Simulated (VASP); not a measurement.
Crystal: HgTe (Coloradoite).

```
CELL_PARAMETERS angstrom
0.00000 3.14888 3.14888
3.14888 0.00000 3.14888
3.14888 3.14888 0.00000
ATOMIC_POSITIONS crystal
Hg 0.00000 0.00000 0.00000
Te 0.75000 0.75000 0.75000
```

Base run:

* Program: VASP 6.6.1
* Functional: r2SCAN
* Potentials or basis: VASP PAW PBE potentials, release 64 (Hg, Te)
* Cutoff: 520 eV
* k mesh: 7 × 7 × 7
* Occupations: fermi-dirac, width 0.05 eV
* Spin: no spin polarisation

Its results: band gap on the k mesh zero (filled and empty bands touch); pressure 7.3 GPa.

**Question.** The run is repeated on the same cell with these changes: functional from r2SCAN to PBE exchange alone. What comes out?

**Answer.** Band gap on the k mesh zero (filled and empty bands touch); pressure 17.8 GPa.

Caveats: spin-orbit coupling is left out, which moves the levels of the heavy elements; the PAW data sets were made with another functional, which shifts forces and pressure a little (some runs).
